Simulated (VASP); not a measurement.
A run of VASP 6.6.1 is set up as follows.

The input INCAR:

```
  PREC = Accurate
  ENCUT = 600
  EDIFF = 1E-6
  ISMEAR = 1
  SIGMA = 0.2
  LREAL = F
  LASPH = T
  NELM = 200
  ALGO = Normal
  ISIF = 2
  LWAVE = F
  LCHARG = F
  ISPIN = 2
  MAGMOM = 0 1.8
  LORBIT = 11
  LMAXMIX = 4
  GGA = B5
  ALDAX = 1.0
  AGGAX = 1.0
  AGGAC = 1.0
  ALDAC = 0.0
  NBANDS = 21
  GGA_COMPAT = F
```

KPOINTS

```
Automatic mesh
0
Gamma
  4 4 4
```

File POSCAR:

```
TaCo
1.0
    3.0683990000      0.0000000000      0.0000000000
    0.0000000000      3.0683990000      0.0000000000
    0.0000000000      0.0000000000      3.0683990000
Ta Co
1 1
Direct
    0.0000000000      0.0000000000      0.0000000000
    0.5000000000      0.5000000000      0.5000000000
```

Potentials or basis: VASP PAW PBE potentials, release 64 (Ta_pv, Co).

The run is started by

```console
$ cat potpaw_PBE.64/Ta_pv/POTCAR potpaw_PBE.64/Co/POTCAR > POTCAR
$ mpirun -np 1 vasp_std > vasp.out
```

(1) Predict the pressure.

(2) Predict the net moment.

(3) Predict the site moments.

Answers

(1) 5.3 GPa.

(2) 0.37 μB per cell.

(3) Ta +0.09; Co +0.27 μB.

Caveat: the k points lie up to 0.51 Å⁻¹ apart; the PAW data sets were made with another functional, which shifts forces and pressure a little.
